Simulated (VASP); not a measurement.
# Pt (Fm-3m) in VASP: notebook

Aim: see how the results for Pt move with the level of theory and the settings. Levels: PBEsol, RPBE, LDA, revPBE, r2SCAN. Tasks: single point.

Everything below comes from runs of VASP 6.6.1. Logs are shortened: lines on timing, memory, paths and dates and some standing lists are left out, and cuts for length are marked.

## Step 1: The cell of the first run

It takes space group Fm-3m (No. 225, cubic). Conventional cell: a = 3.922 Å, b = 3.922 Å, c = 3.922 Å, α = 90.00°, β = 90.00°, γ = 90.00°. Within 3.7 Å of Pt (site symmetry m-3m) lie 12 Pt at 2.77 Å.

## Step 2: Single point, PBEsol

Contents of INCAR:

```
PREC = Accurate
ENCUT = 520
EDIFF = 1E-7
ISMEAR = 0
SIGMA = 0.02
LREAL = F
LASPH = T
NELM = 60
ALGO = Normal
ISIF = 2
LWAVE = F
LCHARG = T
GGA = PS
LELF = T
LVHAR = T
NBANDS = 11
```

Contents of KPOINTS:

```
Automatic mesh
0
Gamma
  10 10 10
```

Contents of POSCAR:

```
Pt
1.0
    0.0000000000      1.9609000000      1.9609000000
    1.9609000000      0.0000000000      1.9609000000
    1.9609000000      1.9609000000      0.0000000000
Pt
1
Direct
    0.0000000000      0.0000000000      0.0000000000
```

Potentials or basis: VASP PAW PBE potentials, release 64 (Pt).

Launch:

```bash
> cat potpaw_PBE.64/Pt/POTCAR > POTCAR
> mpirun -np 1 vasp_std > vasp.out
```

OUTCAR:

```text
PREC = Accurate
   ENCUT = 520
   EDIFF = 1E-7
   ISMEAR = 0
   LREAL = F
   LASPH = T
   NELM = 60
   ISIF = 2
   GGA = PS

 ion  position               nearest neighbor table
   1  0.000  0.000  0.000-

  LATTYP: Found a face centered cubic cell.
 ALAT       =     3.9218000000

  Lattice vectors:

 A1 = (   0.0000000000,   1.9609000000,   1.9609000000)
 A2 = (   1.9609000000,   0.0000000000,   1.9609000000)
 A3 = (   1.9609000000,   1.9609000000,   0.0000000000)

Analysis of symmetry for initial positions (statically):
=====================================================================
 Subroutine PRICEL returns:
 Original cell was already a primitive cell.

 Routine SETGRP: Setting up the symmetry group for a
 face centered cubic supercell.

 Subroutine GETGRP returns: Found 48 space group operations
 (whereof 48 operations were pure point group operations)
 out of a pool of 48 trial point group operations.

The static configuration has the point symmetry O_h .

Analysis of symmetry for dynamics (positions and initial velocities):
=====================================================================
 Subroutine PRICEL returns:
 Original cell was already a primitive cell.

 Routine SETGRP: Setting up the symmetry group for a
 face centered cubic supercell.

 Subroutine GETGRP returns: Found 48 space group operations
 (whereof 48 operations were pure point group operations)
 out of a pool of 48 trial point group operations.

The dynamic configuration has the point symmetry O_h .

 Subroutine INISYM returns: Found 48 space group operations
 (whereof 48 operations are pure point group operations),
 and found     1 'primitive' translations

----------------------------------------------------------------------------------------

                                     Primitive cell

  volume of cell :      15.0798

  direct lattice vectors                    reciprocal lattice vectors
     0.000000000  1.960900000  1.960900000    -0.254984956  0.254984956  0.254984956
     1.960900000  0.000000000  1.960900000     0.254984956 -0.254984956  0.254984956
     1.960900000  1.960900000  0.000000000     0.254984956  0.254984956 -0.254984956

  length of vectors
     2.773131374  2.773131374  2.773131374     0.441646899  0.441646899  0.441646899

  position of ions in fractional coordinates (direct lattice)
     0.000000000  0.000000000  0.000000000

  ion indices of the primitive-cell ions
   primitive index   ion index
                 1           1

----------------------------------------------------------------------------------------

 KPOINTS: Automatic mesh

Automatic generation of k-mesh.
 Grid dimensions read from file:
 generate k-points for:   10   10   10

 Generating k-lattice:

  Cartesian coordinates                     Fractional coordinates (reciprocal lattice)
    -0.025498496  0.025498496  0.025498496     0.100000000  0.000000000  0.000000000
     0.025498496 -0.025498496  0.025498496     0.000000000  0.100000000  0.000000000
     0.025498496  0.025498496 -0.025498496     0.000000000  0.000000000  0.100000000

  Length of vectors
     0.044164690  0.044164690  0.044164690

  Shift w.r.t. Gamma in fractional coordinates (k-lattice)
     0.000000000  0.000000000  0.000000000

 Subroutine IBZKPT returns following result:
 ===========================================

 Found     47 irreducible k-points:

 Following reciprocal coordinates:
            Coordinates               Weight
  0.000000  0.000000  0.000000      1.000000
  0.100000  0.000000  0.000000      8.000000
  0.200000  0.000000  0.000000      8.000000
  0.300000  0.000000  0.000000      8.000000
  0.400000  0.000000  0.000000      8.000000
  0.500000  0.000000  0.000000      4.000000
[... 16 lines left out ...]
  0.300000  0.300000  0.000000      6.000000
  0.400000  0.300000  0.000000     24.000000
 [... further k-points ...]
   k-points           NKPTS =     47   k-points in BZ     NKDIM =     47   number of bands    NBANDS=     11
   number of dos      NEDOS =    301   number of ions     NIONS =      1
   total plane-waves  NPLWV =  13824
   dimension x,y,z NGX =    24 NGY =   24 NGZ =   24
   dimension x,y,z NGXF=    48 NGYF=   48 NGZF=   48
   ions per type =               1
   NGX,Y,Z   is equivalent  to a cutoff of  14.39, 14.39, 14.39 a.u.
   NGXF,Y,Z  is equivalent  to a cutoff of  28.78, 28.78, 28.78 a.u.
 SYSTEM =  unknown system
   PREC   = accura    normal or accurate (medium, high low for compatibility)
   ISTART =      0    job   : 0-new  1-cont  2-samecut
   ICHARG =      2    charge: 1-file 2-atom 10-const
   ISPIN  =      1    spin polarized calculation?
   LNONCOLLINEAR =      F non collinear calculations
   LSORBIT =      F    spin-orbit coupling
   LASPH  =      T    aspherical Exc in radial PAW
   ENCUT  =  520.0 eV  38.22 Ry    6.18 a.u.   5.16  5.16  5.16*2*pi/ulx,y,z
   NELM   =     60;   NELMIN=  2; NELMDL= -5     # of ELM steps
   EDIFF  = 0.1E-06   stopping-criterion for ELM
   LREAL  =      F    real-space projection
   EDIFFG = 0.1E-05   stopping-criterion for IOM
   NSW    =      0    number of steps for IOM
   IBRION =     -1    ionic relax: 0-MD 1-quasi-New 2-CG
   NFREE  =      0    steps in history (QN), initial steepest desc. (CG)
   ISIF   =      2    stress and relaxation
   ISYM   =      2    0-nonsym 1-usesym 2-fastsym
   POTIM  = 0.5000    time-step for ionic-motion
   TEBEG  =    0.0;   TEEND  =   0.0 temperature during run
   PSTRESS=    0.0 pullay stress
   NELECT =      10.0000    total number of electrons
   NUPDOWN=      -1.0000    fix difference up-down
   EMIN   =  10.00;   EMAX   =-10.00  energy-range for DOS
   EFERMI =   0.00;   METHOD = LEGACY
   ISMEAR =     0;   SIGMA  =   0.02  broadening in eV -4-tet -1-fermi 0-gaus
   EFERMI_NEDOS =   21; number of points for ismear=-14 and -15
   IALGO  =     38    algorithm
   IMIX   =      4    mixing-type and parameters
     AMIX     =   0.40;   BMIX     =  1.00
     AMIX_MAG =   1.60;   BMIX_MAG =  1.00
  volume/ion in A,a.u.               =      15.08       101.76
  Fermi-wavevector in a.u.,A,eV,Ry     =   1.427609  2.697791 27.729605  2.038068
  Thomas-Fermi vector in A             =   2.547760
   LORBIT       =      0    0 simple, 1 ext, 2 COOP (PROOUT), +10 PAW based schemes
   GGA     = PS    functional components
   LHFCALC =     F    Hartree Fock is set to
   AEXX    =    0.0000 exact exchange contribution
   IVDW    =     0    specifies the selected vdW correction
   LEPSILON=     F    determine dielectric tensor
   LRPA    =     F    only Hartree local field effects (RPA)
 non-spin polarized calculation
 Gauss-broadening in eV      SIGMA  =   0.02
  energy-cutoff  :      520.00
  volume of cell :       15.08
 maximum number of plane-waves:       415
 NGX is ok and might be reduce to    24
   NGX = 11   NGY = 11   NGZ = 11

 number of electron      10.0000000 magnetization

 Free energy of the ion-electron system (eV)
  ---------------------------------------------------
  ext. energy  EPLUGINS =         0.00000000
  ---------------------------------------------------
  free energy    TOTEN  =        -6.94956299 eV

  energy without entropy =       -6.94945838  energy(sigma->0) =       -6.94951069

 E-fermi :  11.1297     XC(G=0): -13.6285

 val. band max:       11.1177682843   @ k =   0.5000   0.5000   0.0000
 cond. band min:      11.1443717145   @ k =   0.5000   0.0000   0.0000
 fundamental gap:      0.0266034303
 Fermi energy:        11.1296737328

 k-point     1 :       0.0000    0.0000    0.0000
  band No.  band energies     occupation
      1       0.8006      2.00000
      2       7.2939      2.00000
      3       7.2939      2.00000
      4       7.2939      2.00000
      5       9.4721      2.00000
      6       9.4721      2.00000
      7      25.7218      0.00000
      8      30.6787      0.00000
      9      30.6787      0.00000
     10      30.6787      0.00000
     11      35.9765      0.00000

 k-point     2 :       0.1000    0.0000    0.0000
  band No.  band energies     occupation
      1       1.1976      2.00000
      2       7.1252      2.00000
      3       7.4446      2.00000
      4       7.4446      2.00000
      5       9.3944      2.00000
      6       9.3944      2.00000
      7      26.3225      0.00000
      8      28.9012      0.00000
      9      31.2893      0.00000
     10      31.2893      0.00000
     11      37.5744      0.00000

 k-point     3 :       0.2000    0.0000    0.0000
  band No.  band energies     occupation
      1       2.2486      2.00000
      2       6.8689      2.00000
      3       7.6774      2.00000
      4       7.6774      2.00000
      5       9.4228      2.00000
      6       9.4228      2.00000
      7      25.9695      0.00000
      8      27.4392      0.00000
      9      32.9092      0.00000
     10      32.9092      0.00000
     11      35.0812      0.00000

 k-point     4 :       0.3000    0.0000    0.0000
  band No.  band energies     occupation
      1       3.3381      2.00000
      2       7.3036      2.00000
      3       7.5785      2.00000
      4       7.5785      2.00000
      5      10.0009      2.00000
      6      10.0009      2.00000
      7      22.6016      0.00000
      8      26.9382      0.00000
      9      33.2587      0.00000
     10      33.2587      0.00000
     11      35.2465      0.00000
[... 239 lines left out ...]
 k-point    22 :      -0.2000    0.2000    0.0000
  band No.  band energies     occupation
      1       4.1974      2.00000
      2       6.3368      2.00000
      3       7.3301      2.00000
      4       8.4963      2.00000
      5       8.6988      2.00000
      6      11.5025      0.00000
      7      23.7569      0.00000
      8      26.4180      0.00000
      9      29.4272      0.00000
     10      31.8054      0.00000
     11      35.0955      0.00000

 k-point    23 :       0.3000    0.3000    0.0000
  band No.  band energies     occupation
      1       4.1223      2.00000
      2       5.2850      2.00000
      3       8.3673      2.00000
      4       9.6059      2.00000
      5       9.6059      2.00000
      6      10.5014      2.00000
      7      26.5709      0.00000
      8      26.5709      0.00000
      9      27.7557      0.00000
     10      30.1262      0.00000
     11      31.4154      0.00000

 k-point    24 :       0.4000    0.3000    0.0000
  band No.  band energies     occupation
      1       4.4504      2.00000
      2       5.0960      2.00000
      3       8.4483      2.00000
      4       9.7855      2.00000
      5      11.0460      2.00000
      6      11.3056      0.00000
      7      23.0325      0.00000
      8      25.3724      0.00000
      9      25.8570      0.00000
     10      30.9741      0.00000
     11      33.1587      0.00000

 [... further k-points ...]

------------------------ aborting loop because EDIFF is reached ----------------------------------------

  FORCE on cell =-STRESS in cart. coord.  units (eV):
  Direction    XX          YY          ZZ          XY          YZ          ZX
  --------------------------------------------------------------------------------------
  -------------------------------------------------------------------------------------
  Total       -0.1098789     -0.1098789     -0.1098789     -0.0000000      0.0000000      0.0000000
  in kB      -11.6742353    -11.6742353    -11.6742353     -0.0000000      0.0000000      0.0000000
  external PRESSURE =     -11.6742353 kB  Pullay stress =       0.0000000 kB

 VOLUME and BASIS-vectors are now :
 -----------------------------------------------------------------------------
  energy-cutoff  :      520.00
  volume of cell :       15.08
      direct lattice vectors                 reciprocal lattice vectors
     0.000000000  1.960900000  1.960900000    -0.254984956  0.254984956  0.254984956
     1.960900000  0.000000000  1.960900000     0.254984956 -0.254984956  0.254984956
     1.960900000  1.960900000  0.000000000     0.254984956  0.254984956 -0.254984956

 POSITION                                       TOTAL-FORCE (eV/Angst)
 -----------------------------------------------------------------------------------
      0.00000      0.00000      0.00000         0.000000      0.000000      0.000000
 -----------------------------------------------------------------------------------
    total drift:                               -0.000000      0.000000     -0.000000

  FREE ENERGIE OF THE ION-ELECTRON SYSTEM (eV)
  ---------------------------------------------------
  free  energy   TOTEN  =        -6.9495629929 eV

  energy  without entropy=       -6.9494583809  energy(sigma->0) =       -6.94951069
```

It took 5.1 s on 1 thread of Intel Xeon 6975P-C, shared host; peak memory 0.14 GiB.

What came out:

- Free energy: -6.9496 eV
- Pressure: -1.2 GPa
- Band gap on the k mesh: zero (band 5 reaches 11.60 eV, above the bottom of band 6 at 9.39 eV)

Levels at points of the mesh, in eV from the Fermi level:
| k point | band 3 | band 4 | band 5 | band 6 | band 7 | band 8 |
| --- | --- | --- | --- | --- | --- | --- |
| (0.00, 0.00, 0.00) | -3.84 | -3.84 | -1.66 | -1.66 | 14.59 | 19.55 |
| (0.50, 0.00, 0.00) | -3.90 | -0.58 | 0.01 | 0.01 | 5.77 | 14.14 |
| (0.50, 0.50, 0.00) | -0.01 | 0.46 | 0.46 | 1.68 | 8.80 | 11.30 |

Caveat: the PAW data sets were made with another functional, which shifts forces and pressure a little; spin-orbit coupling is left out, which moves the levels of the heavy elements.

## Step 3: Single point, RPBE

Contents of INCAR:

```
ALGO = Normal
EDIFF = 1E-6
ENCUT = 520
GGA = RP
ISIF = 2
ISMEAR = 0
LASPH = T
LCHARG = T
LELF = T
LREAL = F
LVHAR = T
LWAVE = F
NBANDS = 11
NELM = 80
PREC = Accurate
SIGMA = 0.02
```

Contents of KPOINTS:

```
k-points
0
Gamma
  10 10 10
```

POSCAR is that of step 2.

Potentials or basis: VASP PAW PBE potentials, release 64 (Pt).

Launch:

```bash
> cat potpaw_PBE.64/Pt/POTCAR > POTCAR
> mpirun -np 1 vasp_std > vasp.out
```

Run time: 5.1 s. Hardware: 1 thread of Intel Xeon 6975P-C, shared host; peak memory 0.14 GiB.

It converged, with:

```yaml
Free_energy: -5.4116 eV
Pressure: 13.8 GPa
Band_gap_on_the_k_mesh: zero (band 5 reaches 11.84 eV, above the bottom of band 6 at 9.63 eV)
```

Levels at points of the mesh, in eV from the Fermi level:
```csv
k point,band 3,band 4,band 5,band 6,band 7,band 8
"(0.00, 0.00, 0.00)",-3.80,-3.80,-1.66,-1.66,14.60,19.58
"(0.50, 0.00, 0.00)",-3.87,-0.47,0.02,0.02,5.85,14.17
"(0.50, 0.50, 0.00)",-0.02,0.47,0.47,1.78,8.90,11.40
```

Caveat: the PAW data sets were made with another functional, which shifts forces and pressure a little; spin-orbit coupling is left out, which moves the levels of the heavy elements.

## Step 4: Single point, LDA

Contents of INCAR:

```
SYSTEM = Pt
PREC = Accurate ; ENCUT = 520
EDIFF = 1E-6 ; ISMEAR = 0
SIGMA = 0.02 ; LREAL = .FALSE.
LASPH = .TRUE. ; NELM = 60
ALGO = Normal ; ISIF = 2
LWAVE = .FALSE. ; LCHARG = .FALSE.
GGA = CA ; NBANDS = 11
```

Contents of KPOINTS:

```
regular mesh
0
G
  10 10 10
  0 0 0
```

POSCAR is that of step 3.

Potentials or basis: VASP PAW LDA potentials, release 64 (Pt).

Launch:

```bash
> cat potpaw_LDA.64/Pt/POTCAR > POTCAR
> mpirun -np 1 vasp_std > vasp.out
```

Wall time 4.1 s (1 thread of Intel Xeon 6975P-C, shared host); peak memory 0.13 GiB.

Results (log left out):

| Quantity | Value |
| --- | --- |
| Free energy | -7.4867 eV |
| Pressure | -5.5 GPa |
| Band gap on the k mesh | zero (band 5 reaches 11.63 eV, above the bottom of band 6 at 9.44 eV) |

Levels at points of the mesh, in eV from the Fermi level:
| k point | band 3 | band 4 | band 5 | band 6 | band 7 | band 8 |
| --- | --- | --- | --- | --- | --- | --- |
| (0.00, 0.00, 0.00) | -3.85 | -3.85 | -1.66 | -1.66 | 14.59 | 19.51 |
| (0.50, 0.00, 0.00) | -3.90 | -0.51 | 0.01 | 0.01 | 5.80 | 14.16 |
| (0.50, 0.50, 0.00) | -0.01 | 0.46 | 0.46 | 1.73 | 8.83 | 11.31 |

Caveat: spin-orbit coupling is left out, which moves the levels of the heavy elements.

## Step 5: Single point, revPBE

Contents of INCAR:

```
SYSTEM = Pt
  PREC = Accurate
  ENCUT = 520
  EDIFF = 1E-6
  ISMEAR = 0
  SIGMA = 0.02
  LREAL = .FALSE.
  LASPH = .TRUE.
  NELM = 60
  ALGO = Normal
  ISIF = 2
  LWAVE = .FALSE.
  LCHARG = .FALSE.
  GGA = RE
  NBANDS = 11
```

KPOINTS is that of step 4.

POSCAR is that of step 4.

Potentials or basis: VASP PAW PBE potentials, release 64 (Pt).

Launch:

```bash
> cat potpaw_PBE.64/Pt/POTCAR > POTCAR
> mpirun -np 1 vasp_std > vasp.out
```

OUTCAR:

```text
SYSTEM = Pt
   PREC = Accurate
   ENCUT = 520
   EDIFF = 1E-6
   ISMEAR = 0
   LREAL = .FALSE.
   LASPH = .TRUE.
   NELM = 60
   ISIF = 2
   GGA = RE

 ion  position               nearest neighbor table
   1  0.000  0.000  0.000-

  LATTYP: Found a face centered cubic cell.
 ALAT       =     3.9218000000

  Lattice vectors:

 A1 = (   0.0000000000,   1.9609000000,   1.9609000000)
 A2 = (   1.9609000000,   0.0000000000,   1.9609000000)
 A3 = (   1.9609000000,   1.9609000000,   0.0000000000)

[... 514 lines left out ...]
     11      33.3976      0.00000

 [... further k-points ...]

------------------------ aborting loop because EDIFF is reached ----------------------------------------

  FORCE on cell =-STRESS in cart. coord.  units (eV):
  Direction    XX          YY          ZZ          XY          YZ          ZX
  --------------------------------------------------------------------------------------
  -------------------------------------------------------------------------------------
  Total        1.1825088      1.1825088      1.1825088      0.0000000      0.0000000      0.0000000
  in kB      125.6373089    125.6373089    125.6373089      0.0000000      0.0000000      0.0000000
  external PRESSURE =     125.6373089 kB  Pullay stress =       0.0000000 kB

 VOLUME and BASIS-vectors are now :
 -----------------------------------------------------------------------------
  energy-cutoff  :      520.00
  volume of cell :       15.08
      direct lattice vectors                 reciprocal lattice vectors
     0.000000000  1.960900000  1.960900000    -0.254984956  0.254984956  0.254984956
     1.960900000  0.000000000  1.960900000     0.254984956 -0.254984956  0.254984956
     1.960900000  1.960900000  0.000000000     0.254984956  0.254984956 -0.254984956

 POSITION                                       TOTAL-FORCE (eV/Angst)
 -----------------------------------------------------------------------------------
      0.00000      0.00000      0.00000         0.000000      0.000000      0.000000
 -----------------------------------------------------------------------------------
    total drift:                               -0.000000      0.000000      0.000000

  FREE ENERGIE OF THE ION-ELECTRON SYSTEM (eV)
  ---------------------------------------------------
  free  energy   TOTEN  =        -5.5368530049 eV

  energy  without entropy=       -5.5367856306  energy(sigma->0) =       -5.53681932
```

stdout:

```text
POSCAR found type information on POSCAR Pt
 POSCAR found :  1 types and       1 ions
 scaLAPACK will be used
 -----------------------------------------------------------------------------
|                                                                             |
|                                                                             |
|     You enforced a specific xc type in the INCAR file but a different       |
|     I HOPE YOU KNOW WHAT YOU ARE DOING!                                     |
|                                                                             |
 -----------------------------------------------------------------------------

 LDA part: xc-table for (Slater+PW92), standard interpolation
 POSCAR, INCAR and KPOINTS ok, starting setup
 FFT: planning ... GRIDC
 FFT: planning ... GRID_SOFT
 FFT: planning ... GRID
 WAVECAR not read
 entering main loop
```

Wall time 4.9 s (1 thread of Intel Xeon 6975P-C, shared host); peak memory 0.14 GiB.

What came out:

```yaml
Free_energy: -5.5369 eV
Pressure: 12.6 GPa
Band_gap_on_the_k_mesh: zero (band 5 reaches 11.82 eV, above the bottom of band 6 at 9.61 eV)
```

Levels at points of the mesh, in eV from the Fermi level:
| k point | band 2 | band 3 | band 4 | band 5 | band 6 | band 7 | band 8 | band 9 |
| --- | --- | --- | --- | --- | --- | --- | --- | --- |
| (0.00, 0.00, 0.00) | -3.80 | -3.80 | -3.80 | -1.66 | -1.66 | 14.60 | 19.58 | 19.58 |
| (0.50, 0.00, 0.00) | -3.87 | -3.87 | -0.48 | 0.02 | 0.02 | 5.84 | 14.17 | 18.97 |
| (0.50, 0.50, 0.00) | -6.63 | -0.02 | 0.47 | 0.47 | 1.78 | 8.89 | 11.39 | 11.39 |

Caveat: the PAW data sets were made with another functional, which shifts forces and pressure a little; spin-orbit coupling is left out, which moves the levels of the heavy elements.

(Part 1 of 2 ends here.)
